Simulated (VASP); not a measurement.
# Zr2N (P4_2/mnm) in VASP: further runs, part 2 of 2

VASP 6.6.1. The steps go on from the part before.

### Step 4. Single point, PBEsol

This run uses another cell than the first one, of the same volume but with other edges.

Contents of INCAR:

```
SYSTEM = Zr2N
PREC     = Accurate       ! precision mode
ENCUT    = 520            ! plane-wave cutoff, eV
EDIFF    = 1E-6           ! SCF threshold, eV
ISMEAR   = 0              ! smearing method
SIGMA    = 0.15           ! smearing width, eV
LREAL    = .FALSE.        ! projectors in reciprocal space
LASPH    = .TRUE.         ! aspherical terms in the spheres
NELM     = 80             ! most SCF steps
ALGO     = Normal         ! electronic algorithm
ISIF     = 2              ! what is computed and relaxed
LWAVE    = .FALSE.        ! write WAVECAR
LCHARG   = .FALSE.        ! write CHGCAR
GGA      = PS             ! functional
NBANDS   = 38             ! bands
```

Contents of KPOINTS:

```
Automatic mesh
0
G
  10 10 16
  0 0 0
```

Contents of POSCAR:

```
Zr2N
1.0
    5.5213967345      0.0000000000      0.0000000000
    0.0000000000      5.5213967345      0.0000000000
    0.0000000000      0.0000000000      3.0956690423
Zr N
4 2
Direct
    0.2962523428      0.2962523428      0.0000000000
    0.7037476572      0.7037476572      0.0000000000
    0.7962523428      0.2037476572      0.5000000000
    0.2037476572      0.7962523428      0.5000000000
    0.0000000000      0.0000000000      0.0000000000
    0.5000000000      0.5000000000      0.5000000000
```

Potentials or basis: VASP PAW PBE potentials, release 64 (Zr_sv, N).

Launch:

```sh
> cat potpaw_PBE.64/Zr_sv/POTCAR potpaw_PBE.64/N/POTCAR > POTCAR
> mpirun -np 1 vasp_std > vasp.out
```

OUTCAR:

```text
SYSTEM = Zr2N
   PREC = Accurate
   ENCUT = 520
   EDIFF = 1E-6
   ISMEAR = 0
   LREAL = .FALSE.
   LASPH = .TRUE.
   NELM = 80
   ISIF = 2
   GGA = PS

 ion  position               nearest neighbor table
   1  0.296  0.296  0.000-   6 2.22   6 2.22   5 2.31   2 3.18   4 3.21   3 3.21   4 3.21   3 3.21
                             4 3.21   4 3.21   3 3.21   3 3.21
   2  0.704  0.704  0.000-   6 2.22   6 2.22   5 2.31   1 3.18   4 3.21   3 3.21   4 3.21   3 3.21
                             3 3.21   3 3.21   4 3.21   4 3.21
   3  0.796  0.204  0.500-   5 2.22   5 2.22   6 2.31   4 3.18   1 3.21   1 3.21   2 3.21   2 3.21
                             2 3.21   2 3.21   1 3.21   1 3.21
   4  0.204  0.796  0.500-   5 2.22   5 2.22   6 2.31   3 3.18   1 3.21   1 3.21   2 3.21   2 3.21
                             1 3.21   1 3.21   2 3.21   2 3.21
   5  0.000  0.000  0.000-   3 2.22   4 2.22   3 2.22   4 2.22   1 2.31   2 2.31
   6  0.500  0.500  0.500-   1 2.22   2 2.22   1 2.22   2 2.22   3 2.31   4 2.31

  LATTYP: Found a simple tetragonal cell.
 ALAT       =     5.5213967345
 C/A-ratio  =     0.5606677424

  Lattice vectors:

 A1 = (   5.5213967345,   0.0000000000,   0.0000000000)
 A2 = (   0.0000000000,   5.5213967345,   0.0000000000)
 A3 = (   0.0000000000,   0.0000000000,   3.0956690423)

Analysis of symmetry for initial positions (statically):
=====================================================================
 Subroutine PRICEL returns:
 Original cell was already a primitive cell.

 Routine SETGRP: Setting up the symmetry group for a
 simple tetragonal supercell.

 Subroutine GETGRP returns: Found 16 space group operations
 (whereof  8 operations were pure point group operations)
 out of a pool of 16 trial point group operations.

The static configuration has the point symmetry D_2h.
 The point group associated with its full space group is D_4h.

Analysis of symmetry for dynamics (positions and initial velocities):
=====================================================================
 Subroutine PRICEL returns:
 Original cell was already a primitive cell.

 Routine SETGRP: Setting up the symmetry group for a
 simple tetragonal supercell.

 Subroutine GETGRP returns: Found 16 space group operations
 (whereof  8 operations were pure point group operations)
 out of a pool of 16 trial point group operations.

The dynamic configuration has the point symmetry D_2h.
 The point group associated with its full space group is D_4h.

 Subroutine INISYM returns: Found 16 space group operations
 (whereof  8 operations are pure point group operations),
 and found     1 'primitive' translations

----------------------------------------------------------------------------------------

                                     Primitive cell

  volume of cell :      94.3740

  direct lattice vectors                    reciprocal lattice vectors
     5.521396734  0.000000000  0.000000000     0.181113593  0.000000000  0.000000000
     0.000000000  5.521396734  0.000000000     0.000000000  0.181113593  0.000000000
     0.000000000  0.000000000  3.095669042     0.000000000  0.000000000  0.323031948

  length of vectors
     5.521396734  5.521396734  3.095669042     0.181113593  0.181113593  0.323031948

  position of ions in fractional coordinates (direct lattice)
     0.296252343  0.296252343  0.000000000
     0.703747657  0.703747657  0.000000000
     0.796252343  0.203747657  0.500000000
     0.203747657  0.796252343  0.500000000
     0.000000000  0.000000000  0.000000000
     0.500000000  0.500000000  0.500000000

[... 38 lines left out ...]
  0.100000  0.000000  0.000000      4.000000
  0.200000  0.000000  0.000000      4.000000
  0.300000  0.000000  0.000000      4.000000
  0.400000  0.000000  0.000000      4.000000
  0.500000  0.000000  0.000000      2.000000
[... 16 lines left out ...]
  0.100000  0.000000  0.062500      8.000000
  0.200000  0.000000  0.062500      8.000000
 [... further k-points ...]
   k-points           NKPTS =    189   k-points in BZ     NKDIM =    189   number of bands    NBANDS=     38
   number of dos      NEDOS =    301   number of ions     NIONS =      6
   total plane-waves  NPLWV =  42336
   dimension x,y,z NGX =    42 NGY =   42 NGZ =   24
   dimension x,y,z NGXF=    84 NGYF=   84 NGZF=   48
   ions per type =               4   2
   NGX,Y,Z   is equivalent  to a cutoff of  12.65, 12.65, 12.89 a.u.
   NGXF,Y,Z  is equivalent  to a cutoff of  25.29, 25.29, 25.78 a.u.
 SYSTEM =  Zr2N
   PREC   = accura    normal or accurate (medium, high low for compatibility)
   ISTART =      0    job   : 0-new  1-cont  2-samecut
   ICHARG =      2    charge: 1-file 2-atom 10-const
   ISPIN  =      1    spin polarized calculation?
   LNONCOLLINEAR =      F non collinear calculations
   LSORBIT =      F    spin-orbit coupling
   LASPH  =      T    aspherical Exc in radial PAW
   ENCUT  =  520.0 eV  38.22 Ry    6.18 a.u.  10.27 10.27  5.76*2*pi/ulx,y,z
   NELM   =     80;   NELMIN=  2; NELMDL= -5     # of ELM steps
   EDIFF  = 0.1E-05   stopping-criterion for ELM
   LREAL  =      F    real-space projection
   EDIFFG = 0.1E-04   stopping-criterion for IOM
   NSW    =      0    number of steps for IOM
   IBRION =     -1    ionic relax: 0-MD 1-quasi-New 2-CG
   NFREE  =      0    steps in history (QN), initial steepest desc. (CG)
   ISIF   =      2    stress and relaxation
   ISYM   =      2    0-nonsym 1-usesym 2-fastsym
   POTIM  = 0.5000    time-step for ionic-motion
   TEBEG  =    0.0;   TEEND  =   0.0 temperature during run
   PSTRESS=    0.0 pullay stress
   NELECT =      58.0000    total number of electrons
   NUPDOWN=      -1.0000    fix difference up-down
   EMIN   =  10.00;   EMAX   =-10.00  energy-range for DOS
   EFERMI =   0.00;   METHOD = LEGACY
   ISMEAR =     0;   SIGMA  =   0.15  broadening in eV -4-tet -1-fermi 0-gaus
   EFERMI_NEDOS =   21; number of points for ismear=-14 and -15
   IALGO  =     38    algorithm
   IMIX   =      4    mixing-type and parameters
     AMIX     =   0.40;   BMIX     =  1.00
     AMIX_MAG =   1.60;   BMIX_MAG =  1.00
  volume/ion in A,a.u.               =      15.73       106.14
  Fermi-wavevector in a.u.,A,eV,Ry     =   1.391874  2.630261 26.358758  1.937314
  Thomas-Fermi vector in A             =   2.515671
   LORBIT       =      0    0 simple, 1 ext, 2 COOP (PROOUT), +10 PAW based schemes
   GGA     = PS    functional components
   LHFCALC =     F    Hartree Fock is set to
   AEXX    =    0.0000 exact exchange contribution
   IVDW    =     0    specifies the selected vdW correction
   LEPSILON=     F    determine dielectric tensor
   LRPA    =     F    only Hartree local field effects (RPA)
 non-spin polarized calculation
 Gauss-broadening in eV      SIGMA  =   0.15
  energy-cutoff  :      520.00
  volume of cell :       94.37
 maximum number of plane-waves:      2575
 NGX is ok and might be reduce to    42

 number of electron      57.9999998 magnetization

 Free energy of the ion-electron system (eV)
  ---------------------------------------------------
  ext. energy  EPLUGINS =         0.00000000
  ---------------------------------------------------
  free energy    TOTEN  =       -61.44655260 eV

  energy without entropy =      -61.40542778  energy(sigma->0) =      -61.42599019

 E-fermi :   9.8606     XC(G=0): -11.9532

 val. band max:        9.8574232391   @ k =   0.0000   0.0000   0.1875
 cond. band min:       9.8620388818   @ k =   0.4000   0.0000   0.2500
 fundamental gap:      0.0046156427
 Fermi energy:         9.8606434898

 k-point     1 :       0.0000    0.0000    0.0000
  band No.  band energies     occupation
      1     -38.6613      2.00000
      2     -38.5243      2.00000
      3     -38.5243      2.00000
      4     -38.4572      2.00000
      5     -17.6571      2.00000
      6     -17.0526      2.00000
[... 973 lines left out ...]
     37      12.4932      0.00000
     38      13.6029      0.00000

 [... further k-points ...]
[... 5 lines left out ...]
  --------------------------------------------------------------------------------------
  -------------------------------------------------------------------------------------
  Total       -3.8011668     -3.8011668      9.8389789     -0.0000000      0.0000000      0.0000000
  in kB      -64.5319928    -64.5319928    167.0352682     -0.0000000      0.0000000      0.0000000
  external PRESSURE =      12.6570942 kB  Pullay stress =       0.0000000 kB

 VOLUME and BASIS-vectors are now :
 -----------------------------------------------------------------------------
  energy-cutoff  :      520.00
  volume of cell :       94.37
      direct lattice vectors                 reciprocal lattice vectors
     5.521396734  0.000000000  0.000000000     0.181113593  0.000000000  0.000000000
     0.000000000  5.521396734  0.000000000     0.000000000  0.181113593  0.000000000
     0.000000000  0.000000000  3.095669042     0.000000000  0.000000000  0.323031948

 POSITION                                       TOTAL-FORCE (eV/Angst)
 -----------------------------------------------------------------------------------
      1.63573      1.63573      0.00000         0.057990      0.057990      0.000000
      3.88567      3.88567      0.00000        -0.057990     -0.057990      0.000000
      4.39643      1.12497      1.54783         0.057990     -0.057990      0.000000
      1.12497      4.39643      1.54783        -0.057990      0.057990      0.000000
      0.00000      0.00000      0.00000         0.000000      0.000000      0.000000
      2.76070      2.76070      1.54783         0.000000      0.000000      0.000000
 -----------------------------------------------------------------------------------
    total drift:                                0.000000     -0.000000      0.000000

  FREE ENERGIE OF THE ION-ELECTRON SYSTEM (eV)
  ---------------------------------------------------
  free  energy   TOTEN  =       -61.4465526033 eV

  energy  without entropy=      -61.4054277844  energy(sigma->0) =      -61.42599019
```

Wall time 8.2 min (1 thread of Intel Xeon Platinum 8259CL at 2.50GHz (Skylake/Cascade Lake), shared host); peak memory 0.57 GiB.

Results:

```
Free energy            : -61.4466 eV
Pressure               : 1.3 GPa
Largest force          : 0.082 eV/Å
Band gap on the k mesh : zero (band 29 reaches 11.08 eV, above the bottom of band 30 at 8.95 eV)
```

Forces in eV/Å, atoms in the order of the input:
```
Zr   0.058  0.058  0.000
Zr  -0.058 -0.058  0.000
Zr   0.058 -0.058  0.000
Zr  -0.058  0.058  0.000
N    0.000  0.000  0.000
N    0.000  0.000  0.000
```

Stress tensor (GPa, compression positive):
```
-6.45  0.00  0.00
 0.00 -6.45  0.00
 0.00  0.00 16.70
```

Levels at points of the mesh, in eV from the Fermi level:
| k point | band 26 | band 27 | band 28 | band 29 | band 30 | band 31 | band 32 | band 33 |
| --- | --- | --- | --- | --- | --- | --- | --- | --- |
| (0.00, 0.00, 0.00) | -2.10 | 0.16 | 0.17 | 0.76 | 0.86 | 0.86 | 1.54 | 1.98 |
| (0.50, 0.00, 0.00) | -2.17 | -1.11 | -1.11 | 1.21 | 1.21 | 1.46 | 1.46 | 2.21 |
| (0.50, 0.50, 0.00) | -1.65 | -1.31 | -1.31 | 0.95 | 0.95 | 1.15 | 1.15 | 1.68 |
| (0.00, 0.00, 0.50) | -1.28 | -0.97 | -0.97 | -0.91 | -0.91 | 1.67 | 1.67 | 2.96 |
| (0.50, 0.00, 0.50) | -1.86 | -0.76 | -0.76 | -0.62 | -0.62 | 1.41 | 1.41 | 3.23 |
| (0.50, 0.50, 0.50) | -1.40 | -1.14 | -1.14 | 0.03 | 0.03 | 1.07 | 1.07 | 2.58 |

Caveat: the PAW data sets were made with another functional, which shifts forces and pressure a little.

### Step 5. Single point, PBEsol

This run uses another cell than the first one, of the same volume but with other edges.

Contents of INCAR:

```
PREC = Accurate
ENCUT = 520
EDIFF = 1E-6
ISMEAR = 0
SIGMA = 0.15
LREAL = F
LASPH = T
NELM = 60
ALGO = Normal
ISIF = 2
LWAVE = F
LCHARG = T
GGA = PS
LELF = T
LVHAR = T
NBANDS = 38
```

Contents of KPOINTS:

```
regular mesh
0
Gamma
  10 10 16
```

Edit POSCAR of step 4 so:

```diff
@@ -2,5 +2,5 @@
 1.0
-    5.5213967345      0.0000000000      0.0000000000
-    0.0000000000      5.5213967345      0.0000000000
-    0.0000000000      0.0000000000      3.0956690423
+    5.2021236181      0.0000000000      0.0000000000
+    0.0000000000      5.2021236181      0.0000000000
+    0.0000000000      0.0000000000      3.4873143429
 Zr N
```

Launch:

```sh
> cat potpaw_PBE.64/Zr_sv/POTCAR potpaw_PBE.64/N/POTCAR > POTCAR
> mpirun -np 1 vasp_std > vasp.out
```

It took 7.9 min on 1 thread of Intel Xeon Platinum 8259CL at 2.50GHz (Skylake/Cascade Lake), shared host; peak memory 0.57 GiB.

The run converged. Its results:

| Item | Value |
| --- | --- |
| Free energy | -61.4106 eV |
| Pressure | 0.2 GPa |
| Largest force | 0.200 eV/Å |
| Band gap on the k mesh | zero (band 29 reaches 10.80 eV, above the bottom of band 30 at 8.90 eV) |

Forces in eV/Å, atoms in the order of the input:
```
Zr  -0.141 -0.141  0.000
Zr   0.141  0.141  0.000
Zr  -0.141  0.141  0.000
Zr   0.141 -0.141  0.000
N    0.000  0.000  0.000
N    0.000  0.000  0.000
```

Stress tensor (GPa, compression positive):
```
  7.14   0.00   0.00
  0.00   7.14   0.00
  0.00   0.00 -13.72
```

Levels at points of the mesh, in eV from the Fermi level:
```tsv
k point	band 27	band 28	band 29	band 30	band 31	band 32
(0.00, 0.00, 0.00)	-0.02	0.58	0.87	0.87	1.03	1.18
(0.50, 0.00, 0.00)	-0.91	-0.91	0.84	0.84	1.47	1.47
(0.50, 0.50, 0.00)	-0.96	-0.96	0.78	0.78	0.98	0.98
(0.00, 0.00, 0.50)	-1.17	-1.17	-0.99	-0.99	2.19	2.19
(0.50, 0.00, 0.50)	-1.00	-1.00	-0.83	-0.83	1.57	1.57
(0.50, 0.50, 0.50)	-0.68	-0.68	-0.48	-0.48	1.29	1.29
```

Caveat: the PAW data sets were made with another functional, which shifts forces and pressure a little.

### Step 6. The runs side by side

| cell | gap on the mesh (eV) | pressure (GPa) | largest force (eV/Å) |
| --- | --- | --- | --- |
| a = 5.785, b = 5.785, c = 2.820 Å, 6 atoms | none | 4.3 | 0.18 |
| a = 4.920, b = 4.920, c = 3.898 Å, 6 atoms | none | 2.7 | 0.16 |
| a = 5.521, b = 5.521, c = 3.096 Å, 6 atoms | none | 1.3 | 0.08 |
| a = 5.202, b = 5.202, c = 3.487 Å, 6 atoms | none | 0.2 | 0.20 |

Alike in all rows: task single point; level PBEsol; potentials or basis VASP PAW PBE potentials, release 64 (Zr_sv, N); no spin polarisation; k mesh 10 × 10 × 16; cutoff (eV) 520; smearing gaussian 0.15 eV.

Caveats: the PAW data sets were made with another functional, which shifts forces and pressure a little.

Absolute energies hang on the potentials; compare differences alone.
